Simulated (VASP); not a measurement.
# ZrAl2 in VASP: notebook

ZrAl2 is run at these levels: PBE; tasks: single point.

All numbers are computed with VASP 6.6.1; they aren't measurements. Logs are shortened: lines on timing, memory, paths and dates and some standing lists are left out, and cuts for length are marked.

### 1 The cell of the first run

The cell holds an amorphous packing of atoms, 24 atoms: a = 7.705 Å, b = 7.771 Å, c = 7.708 Å, α = 87.33°, β = 91.93°, γ = 87.52°.

### 2 Single point, PBE

File INCAR:

```
SYSTEM = ZrAl2
PREC     = Accurate       ! precision mode
ENCUT    = 520            ! plane-wave cutoff, eV
EDIFF    = 1E-7           ! SCF threshold, eV
ISMEAR   = -1             ! smearing method
SIGMA    = 0.0664         ! smearing width, eV
LREAL    = Auto         
LASPH    = .True.         ! aspherical terms in the spheres
NELM     = 80             ! most SCF steps
ALGO     = Normal         ! electronic algorithm
ISIF     = 2              ! what is computed and relaxed
LWAVE    = .False.        ! write WAVECAR
LCHARG   = .False.        ! write CHGCAR
GGA      = PE             ! functional
NBANDS   = 90             ! bands
ISYM     = 0
```

File KPOINTS:

```
Automatic mesh
0
Gamma
  1 1 1
  0.25 0.25 0.25
```

File POSCAR:

```
ZrAl2
1.0
    7.7016390000      0.1689720000     -0.1318520000
    0.1689720000      7.7666440000      0.1814760000
   -0.1318520000      0.1814760000      7.7043200000
Al Zr
16 8
Direct
    0.4722791789      0.2944538595      0.0485559590
    0.1225624898      0.1328785538      0.3633149767
    0.7662533360      0.2371002137      0.2603743142
    0.3976947720      0.8422554175      0.5530909551
    0.7217835323      0.3435652374      0.8551869285
    0.9312405490      0.0017274861      0.1082989065
    0.6624584142      0.8314813923      0.3077437788
    0.8886814478      0.5029796553      0.3568559834
    0.2180293941      0.5100704376      0.2247164018
    0.6899231224      0.0641859214      0.5918639853
    0.9481549098      0.2958776483      0.6242974629
    0.1544390040      0.5910323374      0.5577342202
    0.0903016505      0.2866425164      0.9521984699
    0.4558240331      0.1220903022      0.3473439383
   -0.0274163446      0.8535690950      0.4234405885
    0.6002355293      0.6009854675      0.1175187189
    0.0811510763      0.9265590740      0.7604270977
    0.7801913370      0.6716057527      0.6874722834
    0.5326344196      0.4440654324      0.4801492792
    0.3674441915      0.2104937832      0.7191856883
    0.3005214425      0.8792893989      0.1469370990
    0.3525804249      0.6103367592      0.8550797423
    0.6103174612      0.9465134876      0.9433761962
    0.9513526743      0.6326277713      0.0008284956
```

Potentials or basis: VASP PAW PBE potentials, release 64 (Al, Zr_sv).

On the command line:

```sh
cat potpaw_PBE.64/Al/POTCAR potpaw_PBE.64/Zr_sv/POTCAR > POTCAR
mpirun -np 1 vasp_std > vasp.out
```

OUTCAR:

```text
SYSTEM = ZrAl2
   PREC = Accurate
   ENCUT = 520
   EDIFF = 1E-7
   ISMEAR = -1
   LREAL = Auto
   LASPH = .True.
   NELM = 80
   ISIF = 2
   GGA = PE
   ISYM = 0

 ion  position               nearest neighbor table
   1  0.472  0.294  0.049-   5 2.50  14 2.62  16 2.69  20 2.75   3 2.75  22 2.91   9 2.93  13 3.01
                            23 3.02  19 3.60  21 3.60
   2  0.123  0.133  0.363-  15 2.53  14 2.57   6 2.68  11 2.78   3 2.90  21 2.96   9 3.20   4 3.29
                             8 3.32  13 3.33  20 3.37  17 3.42
   3  0.766  0.237  0.260-   8 2.44   6 2.54  14 2.68   1 2.75   2 2.90  10 2.92  19 2.98  11 3.15
                            16 3.19   5 3.20   7 3.29  23 3.61
   4  0.398  0.842  0.553-  14 2.69  12 2.76   7 2.83  10 2.91  22 2.92  17 3.03  21 3.19  20 3.19
                             2 3.29  18 3.29  19 3.30  23 3.52
   5  0.722  0.344  0.855-   1 2.50  11 2.56  18 2.86  13 2.92  16 3.05  10 3.05  20 3.13  24 3.14
                             3 3.20  19 3.24  23 3.29  22 3.45
   6  0.931  0.002  0.108-   3 2.54  15 2.64   2 2.68  23 2.80  13 2.82   7 2.94  21 2.96  24 3.02
                            17 3.03
   7  0.662  0.831  0.308-  16 2.42  15 2.54  14 2.74   4 2.83  10 2.91  23 2.92   6 2.94  21 3.01
                             8 3.03  18 3.21   3 3.29  19 3.44
   8  0.889  0.503  0.357-   3 2.44  11 2.57  12 2.66   9 2.77  15 2.89  16 2.89  24 2.94  19 2.98
                             7 3.03  18 3.04   2 3.32
   9  0.218  0.510  0.225-  12 2.73  24 2.75   8 2.77   1 2.93  13 2.96  21 3.00  19 3.08  22 3.14
                            16 3.18   2 3.20
  10  0.690  0.064  0.592-  14 2.57  11 2.75  20 2.91   4 2.91   7 2.91  23 2.91   3 2.92  15 3.03
                             5 3.05  18 3.15  19 3.21  17 3.35
  11  0.948  0.296  0.624-   5 2.56   8 2.57  13 2.72  10 2.75   2 2.78  12 2.88  17 3.13   3 3.15
                            18 3.21  20 3.32  19 3.48
  12  0.154  0.591  0.558-  15 2.58   8 2.66  22 2.72   9 2.73   4 2.76  11 2.88  18 3.13  17 3.14
                            19 3.17  20 3.48
  13  0.090  0.287  0.952-  11 2.72   6 2.82  20 2.90  24 2.90   5 2.92   9 2.96   1 3.01  17 3.23
                             2 3.33  22 3.37
  14  0.456  0.122  0.347-   2 2.57  10 2.57   1 2.62   3 2.68   4 2.69   7 2.74  21 2.78  19 2.83
                            20 3.07
  15  0.973  0.854  0.423-   2 2.53   7 2.54  12 2.58   6 2.64  17 2.79   8 2.89  18 2.91  10 3.03
                            21 3.37
  16  0.600  0.601  0.118-   7 2.42   1 2.69  22 2.73   8 2.89  24 2.90  23 2.95   5 3.05  19 3.07
                            21 3.12   9 3.18   3 3.19
  17  0.081  0.927  0.760-  15 2.79   4 3.03   6 3.03  24 3.09  11 3.13  12 3.14  18 3.17  22 3.20
                            20 3.20  13 3.23  10 3.35  21 3.37   2 3.42
  18  0.780  0.672  0.687-  24 2.71   5 2.86  15 2.91   8 3.04  19 3.11  12 3.13  10 3.15  17 3.17
                            11 3.21   7 3.21  23 3.24   4 3.29  22 3.62
  19  0.533  0.444  0.480-  14 2.83  20 2.89   8 2.98   3 2.98  16 3.07   9 3.08  18 3.11  12 3.17
                            10 3.21   5 3.24   4 3.30   7 3.44  11 3.48  22 3.52   1 3.60
  20  0.367  0.210  0.719-   1 2.75  19 2.89  13 2.90  10 2.91  14 3.07   5 3.13  23 3.13   4 3.19
                            17 3.20  11 3.32  22 3.32   2 3.37  12 3.48
  21  0.301  0.879  0.147-  14 2.78  23 2.95   2 2.96   6 2.96   9 3.00   7 3.01  16 3.12  22 3.16
                             4 3.19  15 3.37  17 3.37  24 3.55   1 3.60
  22  0.353  0.610  0.855-  12 2.72  16 2.73   1 2.91   4 2.92   9 3.14  21 3.16  17 3.20  20 3.32
                            24 3.32  13 3.37  23 3.43   5 3.45  19 3.52  18 3.62
  23  0.610  0.947  0.943-   6 2.80  10 2.91   7 2.92  16 2.95  21 2.95   1 3.02  20 3.13  18 3.24
                             5 3.29  22 3.43  24 3.51   4 3.52   3 3.61
  24  0.951  0.633  0.001-  18 2.71   9 2.75  13 2.90  16 2.90   8 2.94   6 3.02  17 3.09   5 3.14
                            22 3.32  23 3.51  21 3.55

IMPORTANT INFORMATION: All symmetrisations will be switched off!
NOSYMM: (Re-)initialisation of all symmetry stuff for point group C_1.

----------------------------------------------------------------------------------------

                                     Primitive cell

  volume of cell :     460.2240

  direct lattice vectors                    reciprocal lattice vectors
     7.701639000  0.168972000 -0.131852000     0.129944927 -0.002880646  0.002291736
     0.168972000  7.766644000  0.181476000    -0.002880646  0.128890504 -0.003085328
    -0.131852000  0.181476000  7.704320000     0.002291736 -0.003085328  0.129909205

  length of vectors
     7.704620677  7.770601270  7.707584910     0.129997055  0.128959604  0.129966045

  position of ions in fractional coordinates (direct lattice)
     0.472279179  0.294453860  0.048555959
     0.122562490  0.132878554  0.363314977
[... 56 lines left out ...]
   NGXF,Y,Z  is equivalent  to a cutoff of  25.89, 25.67, 25.88 a.u.
 SYSTEM =  ZrAl2
   PREC   = accura    normal or accurate (medium, high low for compatibility)
   ISTART =      0    job   : 0-new  1-cont  2-samecut
   ICHARG =      2    charge: 1-file 2-atom 10-const
   ISPIN  =      1    spin polarized calculation?
   LNONCOLLINEAR =      F non collinear calculations
   LSORBIT =      F    spin-orbit coupling
   LASPH  =      T    aspherical Exc in radial PAW
   ENCUT  =  520.0 eV  38.22 Ry    6.18 a.u.  14.33 14.45 14.33*2*pi/ulx,y,z
   NELM   =     80;   NELMIN=  2; NELMDL= -5     # of ELM steps
   EDIFF  = 0.1E-06   stopping-criterion for ELM
   LREAL  =      T    real-space projection
   EDIFFG = 0.1E-05   stopping-criterion for IOM
   NSW    =      0    number of steps for IOM
   IBRION =     -1    ionic relax: 0-MD 1-quasi-New 2-CG
   NFREE  =      0    steps in history (QN), initial steepest desc. (CG)
   ISIF   =      2    stress and relaxation
   ISYM   =      0    0-nonsym 1-usesym 2-fastsym
   POTIM  = 0.5000    time-step for ionic-motion
   TEBEG  =    0.0;   TEEND  =   0.0 temperature during run
   PSTRESS=    0.0 pullay stress
   NELECT =     144.0000    total number of electrons
   NUPDOWN=      -1.0000    fix difference up-down
   EMIN   =  10.00;   EMAX   =-10.00  energy-range for DOS
   EFERMI =   0.00;   METHOD = LEGACY
   ISMEAR =    -1;   SIGMA  =   0.07  broadening in eV -4-tet -1-fermi 0-gaus
   EFERMI_NEDOS =   21; number of points for ismear=-14 and -15
   IALGO  =     38    algorithm
   IMIX   =      4    mixing-type and parameters
     AMIX     =   0.40;   BMIX     =  1.00
     AMIX_MAG =   1.60;   BMIX_MAG =  1.00
  volume/ion in A,a.u.               =      19.18       129.41
  Fermi-wavevector in a.u.,A,eV,Ry     =   1.111406  2.100252 16.806220  1.235222
  Thomas-Fermi vector in A             =   2.247968
   LORBIT       =      0    0 simple, 1 ext, 2 COOP (PROOUT), +10 PAW based schemes
   GGA     = PE    functional components
   LHFCALC =     F    Hartree Fock is set to
   AEXX    =    0.0000 exact exchange contribution
   IVDW    =     0    specifies the selected vdW correction
   LEPSILON=     F    determine dielectric tensor
   LRPA    =     F    only Hartree local field effects (RPA)
 non-spin polarized calculation
  energy-cutoff  :      520.00
  volume of cell :      460.22
 maximum number of plane-waves:     12409
 NGX is ok and might be reduce to    60
   NGX = 29   NGY = 29   NGZ = 29

 number of electron     144.0000000 magnetization

 Free energy of the ion-electron system (eV)
  ---------------------------------------------------
  ext. energy  EPLUGINS =         0.00000000
  ---------------------------------------------------
  free energy    TOTEN  =      -131.11884747 eV

  energy without entropy =     -130.89970912  energy(sigma->0) =     -131.00927829

 E-fermi :   7.9628     XC(G=0): -10.4355

 val. band max:        7.9029541963   @ k =   0.2500   0.2500   0.2500
 cond. band min:       8.0251863110   @ k =   0.2500   0.2500   0.2500
 fundamental gap:      0.1222321148
 Fermi energy:         7.9627984357

 k-point     1 :       0.2500    0.2500    0.2500
  band No.  band energies     occupation
      1     -40.9593      2.00000
      2     -40.8847      2.00000
      3     -40.8316      2.00000
      4     -40.7966      2.00000
      5     -40.7256      2.00000
      6     -40.7034      2.00000
[... 76 lines left out ...]
     83       9.3036      0.00000
     84       9.4367      0.00000
 [bands above 84 left out]

------------------------ aborting loop because EDIFF is reached ----------------------------------------

  FORCE on cell =-STRESS in cart. coord.  units (eV):
  Direction    XX          YY          ZZ          XY          YZ          ZX
  --------------------------------------------------------------------------------------
  -------------------------------------------------------------------------------------
  Total        4.4111962     -3.3187982      8.8145988     12.7110542     -0.1756143      4.2432731
  in kB       15.3566919    -11.5537281     30.6862520     44.2509773     -0.6113660     14.7721014
  external PRESSURE =      11.4964053 kB  Pullay stress =       0.0000000 kB

 VOLUME and BASIS-vectors are now :
 -----------------------------------------------------------------------------
  energy-cutoff  :      520.00
  volume of cell :      460.22
      direct lattice vectors                 reciprocal lattice vectors
     7.701639000  0.168972000 -0.131852000     0.129944927 -0.002880646  0.002291736
     0.168972000  7.766644000  0.181476000    -0.002880646  0.128890504 -0.003085328
    -0.131852000  0.181476000  7.704320000     0.002291736 -0.003085328  0.129909205

 POSITION                                       TOTAL-FORCE (eV/Angst)
 -----------------------------------------------------------------------------------
      3.68068      2.37553      0.36526        -1.052292     -0.525840      0.813342
      0.91848      1.11866      2.80705         0.111725      0.726105      0.401825
      5.90714      2.01820      1.94800        -0.467442     -0.655715     -0.396221
      3.13229      6.70907      4.36160         0.365032     -0.135387      0.350673
      5.50421      2.94551      6.55581        -0.513607     -0.076428     -0.019209
      7.15809      0.19042      0.71190         0.512289     -0.458258     -0.803817
[... 16 lines left out ...]
      4.73599      7.62556      7.35937        -0.354495      0.383813     -0.644916
      7.43376      5.07430     -0.00425        -0.022596      0.158187      1.259267
 -----------------------------------------------------------------------------------
    total drift:                                0.007980     -0.001721     -0.001233

  FREE ENERGIE OF THE ION-ELECTRON SYSTEM (eV)
  ---------------------------------------------------
  free  energy   TOTEN  =      -131.1188474663 eV

  energy  without entropy=     -130.8997091162  energy(sigma->0) =     -131.00927829
```

Run time: 91 s. Hardware: 1 thread of Intel Xeon Platinum 8488C (Sapphire Rapids), shared host; peak memory 0.46 GiB.

What came out:

```
Free energy            : -131.1188 eV
Pressure               : 1.1 GPa
Largest force          : 1.733 eV/Å
Band gap on the k mesh : 0.12 eV
```

Forces on the atoms (eV/Å):
```
Al  -1.052 -0.526  0.813
Al   0.112  0.726  0.402
Al  -0.467 -0.656 -0.396
Al   0.365 -0.135  0.351
Al  -0.514 -0.076 -0.019
Al   0.512 -0.458 -0.804
Al  -0.376  0.304  0.923
Al   0.048  1.539 -0.294
Al   0.577 -0.336 -0.166
Al   0.762 -0.326  0.449
Al   0.644 -0.369 -0.062
Al   0.460 -0.551  0.490
Al   0.802 -0.092  0.337
Al  -0.086  0.152 -0.094
Al  -0.033 -0.202 -0.444
Al  -0.061 -0.555 -0.575
Zr   0.032  1.335  0.206
Zr  -0.175  0.393 -1.678
Zr  -0.063  1.156 -0.747
Zr  -0.990 -0.971  0.246
Zr  -0.415 -0.382  0.429
Zr   0.295 -0.511  0.019
Zr  -0.354  0.384 -0.645
Zr  -0.023  0.158  1.259
```

Stress tensor (GPa, compression positive):
```
 1.54  4.43  1.48
 4.43 -1.16 -0.06
 1.48 -0.06  3.07
```

Levels at points of the mesh, in eV from the valence-band top:
```tsv
k point	band 68	band 69	band 70	band 71	band 72	band 73	band 74	band 75	band 76	band 77
(0.25, 0.25, 0.25)	-0.45	-0.39	-0.34	-0.14	0.00	0.12	0.26	0.38	0.59	0.67
```

Caveat: the k points lie up to 0.82 Å⁻¹ apart.

### 3 Single point, PBE

File INCAR:

```
SYSTEM = ZrAl2
PREC = Accurate
ENCUT = 520
EDIFF = 1E-6
ISMEAR = -1
SIGMA = 0.0664
LREAL = Auto
LASPH = .True.
NELM = 100
ALGO = Normal
ISIF = 2
LWAVE = .False.
LCHARG = .False.
GGA = PE
ISYM = 0
NBANDS = 90
```

KPOINTS is that of step 2.

File POSCAR:

```
ZrAl2
1.0
    7.7016390000      0.1689720000     -0.1318520000
    0.1689720000      7.7666440000      0.1814760000
   -0.1318520000      0.1814760000      7.7043200000
Al Zr
16 8
Direct
    0.4067849393      0.2545782790      0.0508930782
    0.1582955120      0.2053612004      0.3170234947
    0.7297686734      0.2786435719      0.1849561465
    0.4025502216      0.8251177966      0.5428987860
    0.6800156549      0.3186104242      0.8576762490
    0.9441485914      0.0370014186      0.1175774125
    0.6500852157      0.7983058807      0.2958695482
    0.8872794817      0.5316766273      0.3309447202
    0.2137400371      0.5568126456      0.2087291182
    0.7040731595      0.0342144399      0.6019141669
    0.9178572340      0.3064334176      0.5942855438
    0.1675953518      0.5597642471      0.5692016954
    0.0869177303      0.2976191189      0.9266547274
    0.5003403672      0.1221226805      0.3590783538
    0.0334494942      0.8698270218      0.4272088457
    0.5983326788      0.6040537591      0.0606472862
    0.0588827623      0.9532803441      0.7709360860
    0.7851262252      0.6563723585      0.6534319230
    0.5083828115      0.4621802206      0.4547174407
    0.3318114425      0.1926857990      0.7000383102
    0.2947725167      0.8652630875      0.1479442523
    0.3350854112      0.6049766460      0.8585306607
    0.6110386925      0.9532890940      0.9692882152
    0.9355193049      0.6412395742     -0.0006560607
```

Potentials or basis: VASP PAW PBE potentials, release 64 (Al, Zr_sv).

On the command line:

```sh
cat potpaw_PBE.64/Al/POTCAR potpaw_PBE.64/Zr_sv/POTCAR > POTCAR
mpirun -np 1 vasp_std > vasp.out
```

Run time: 1.8 min. Hardware: 1 thread of Intel Xeon Platinum 8488C (Sapphire Rapids), shared host; peak memory 0.46 GiB.

Results (log left out):

```
Free energy            : -130.3565 eV
Pressure               : 1.7 GPa
Largest force          : 2.574 eV/Å
Band gap on the k mesh : 0.10 eV
```

Forces in eV/Å, atoms in the order of the input:
```
Al  -0.331  0.414  0.209
Al  -0.200  0.224  0.671
Al   0.627  0.066  0.932
Al   0.001  0.116  0.528
Al  -0.145  0.543 -1.687
Al   0.001 -1.154 -0.411
Al   0.537  0.552  1.646
Al  -0.109  0.072  0.598
Al   0.022 -2.421  0.873
Al   0.457 -0.054  0.780
Al   0.325 -0.838  0.083
Al  -1.063 -0.227 -0.881
Al  -0.481  0.663  0.233
Al  -0.719 -1.091 -0.642
Al  -0.398 -0.143 -0.737
Al   0.018 -0.842  0.938
Zr  -0.418 -0.106  0.321
Zr   0.368  0.875  0.193
Zr   0.371  0.543 -0.393
Zr   0.718 -0.262 -0.760
Zr   0.744  2.225  0.134
Zr  -0.600 -0.426 -0.852
Zr   0.345  0.743 -1.088
Zr  -0.069  0.528 -0.689
```

Stress tensor (GPa, compression positive):
```
 1.87  2.84  2.75
 2.84 -1.47 -0.59
 2.75 -0.59  4.80
```

Levels at points of the mesh, in eV from the valence-band top:
```
           k point  band 68  band 69  band 70  band 71  band 72  band 73  band 74  band 75  band 76  band 77
(0.25, 0.25, 0.25)    -0.58    -0.45    -0.32    -0.13     0.00     0.10     0.17     0.26     0.59     0.63
```

Caveat: the k points lie up to 0.82 Å⁻¹ apart.

### 4 Single point, PBE

File INCAR:

```
ALGO = Normal
EDIFF = 1E-6
ENCUT = 520
GGA = PE
ISIF = 2
ISMEAR = -1
ISYM = 0
LASPH = True
LCHARG = False
LREAL = Auto
LWAVE = False
NBANDS = 90
NELM = 80
PREC = Accurate
SIGMA = 0.0664
```

KPOINTS is that of step 3.

File POSCAR:

```
ZrAl2
1.0
    7.7016390000      0.1689720000     -0.1318520000
    0.1689720000      7.7666440000      0.1814760000
   -0.1318520000      0.1814760000      7.7043200000
Al Zr
16 8
Direct
    0.4251485396      0.2926069206      0.0896152486
    0.1503420348      0.1424531862      0.3860136993
    0.7705689498      0.2513844451      0.1800564896
    0.3889380229      0.7958575077      0.5993984179
    0.6689241739      0.3519446338      0.8340434309
    0.9574441186     -0.0091077780      0.1427054906
    0.6400254519      0.8072453626      0.3432093912
    0.8487335849      0.5428646932      0.3705337145
    0.2239906319      0.4894255607      0.2304038020
    0.6859643075      0.0235660609      0.6379688397
    0.9180322922      0.2585330688      0.6300940053
    0.1653396730      0.5468137950      0.5546802036
    0.0686709400      0.3334841349      0.9636810301
    0.4734623527      0.0938055359      0.3665824505
    0.0114872782      0.8352128122      0.4444411110
    0.5822449310      0.5829103986      0.1156205754
    0.0719367667      0.9285612268      0.7968999768
    0.7815698537      0.6646414805      0.6944048366
    0.5103954468      0.4398265021      0.4655359209
    0.3243373783      0.1941371711      0.7246014307
    0.3086166427      0.8451818672      0.1863152747
    0.3225512728      0.5843599745      0.8680485390
    0.6093887862      0.9703763351      0.9686229433
    0.9329510888      0.6442013659      0.0406704784
```

On the command line:

```sh
cat potpaw_PBE.64/Al/POTCAR potpaw_PBE.64/Zr_sv/POTCAR > POTCAR
mpirun -np 1 vasp_std > vasp.out
```

Wall time 1.8 min (1 thread of Intel Xeon Platinum 8488C (Sapphire Rapids), shared host); peak memory 0.46 GiB.

The run converged. Its results:

| Quantity | Value |
| --- | --- |
| Free energy | -130.8937 eV |
| Pressure | 1.9 GPa |
| Largest force | 2.034 eV/Å |
| Band gap on the k mesh | 0.13 eV |

Forces on the atoms (eV/Å):
```
Al   0.440 -1.589 -1.190
Al  -0.706  0.014 -0.037
Al  -0.258  1.070  0.844
Al   0.570  1.478 -0.685
Al  -0.980 -0.402  0.661
Al   0.149 -0.103 -0.572
Al   0.512 -0.108  0.263
Al   0.649 -1.488  0.129
Al  -0.876  0.868  0.049
Al   0.079  0.322 -0.717
Al   0.838  0.734 -0.535
Al  -0.762 -0.600  0.327
Al   0.108 -1.554 -0.661
Al   0.599  0.110  0.169
Al  -0.441  0.163 -0.316
Al   0.190  0.739 -0.276
Zr  -0.356  0.073 -0.327
Zr   0.673  0.092 -0.287
Zr   0.780  0.320  0.550
Zr   0.312 -0.084  0.515
Zr  -0.816 -0.125 -0.012
Zr   0.056 -0.198  0.663
Zr  -0.394 -0.659  1.227
Zr  -0.367  0.928  0.218
```

Stress tensor (GPa, compression positive):
```
 0.51  1.38  0.38
 1.38  1.77 -0.93
 0.38 -0.93  3.49
```

Levels at points of the mesh, in eV from the valence-band top:
```tsv
k point	band 70	band 71	band 72	band 73	band 74	band 75
(0.25, 0.25, 0.25)	-0.20	-0.02	0.00	0.13	0.31	0.47
```

Caveat: the k points lie up to 0.82 Å⁻¹ apart.
